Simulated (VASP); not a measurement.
## Cs2GaAg: single point with PBE

Cs2GaAg:

```
Cs Ga Ag
1.0
     4.67175    0.00000    0.00000
    -2.33587    4.04585    0.00000
     0.00000    0.00000    7.56931
Cs Ga Ag
2 1 1
Direct
  0.66667 0.33333 0.74858
  0.33333 0.66667 0.25142
  0.00000 0.00000 0.00000
  0.00000 0.00000 0.50000
```

The cell was built from a structure type or drawn by symmetry, and may not be a known phase.

```yaml
Program: VASP 6.6.1
Task: single point
Functional: PBE
Potentials_or_basis: VASP PAW PBE potentials, release 64 (Cs_sv, Ga_d, Ag)
Cutoff: 520 eV
k_mesh: 6 × 6 × 2
Occupations: gaussian, width 0.1 eV
Spin: no spin polarisation
Dipole_correction: no
Further_INCAR_settings: ALGO = Normal; EDIFF = 1e-06; NBANDS = 29
```

```json
{
 "Pressure": "7.1 GPa",
 "Largest force": "0.418 eV/Å",
 "Band gap on the k mesh": "zero (bands 21 and 22 overlap by 1.21 eV)"
}
```

Forces on the atoms (eV/Å):
```
Cs   0.000  0.000 -0.418
Cs   0.000  0.000  0.418
Ga   0.000  0.000  0.000
Ag   0.000  0.000  0.000
```

Stress tensor (GPa, compression positive):
```
7.65 0.00 0.00
0.00 7.65 0.00
0.00 0.00 6.09
```

Levels at points of the mesh, in eV from the Fermi level:
| k point | band 17 | band 18 | band 19 | band 20 | band 21 | band 22 | band 23 | band 24 | band 25 | band 26 |
| --- | --- | --- | --- | --- | --- | --- | --- | --- | --- | --- |
| (0.00, 0.00, 0.00) | -4.56 | -4.49 | -4.49 | -1.39 | -1.37 | 0.64 | 0.64 | 3.12 | 3.18 | 3.18 |
| (0.50, 0.00, 0.00) | -4.44 | -4.43 | -4.34 | -1.35 | -1.12 | 0.18 | 0.43 | 1.66 | 1.79 | 3.43 |
| (0.00, 0.00, 0.50) | -4.59 | -4.48 | -4.48 | -2.62 | 0.67 | 0.67 | 1.03 | 1.12 | 2.26 | 2.26 |
| (0.50, 0.00, 0.50) | -4.49 | -4.44 | -4.42 | -1.87 | 0.10 | 0.72 | 0.78 | 1.08 | 1.27 | 2.84 |

Run time: 44 s on 1 thread of Intel(R) Xeon(R) Platinum 8488C (Sapphire Rapids), with other jobs on the host, peak memory 0.28 GiB.

Caveat: the k points lie up to 0.42 Å⁻¹ apart, too coarse for converged energies and pressures of a metal; spin-orbit coupling is left out, which moves the levels of the heavy elements.
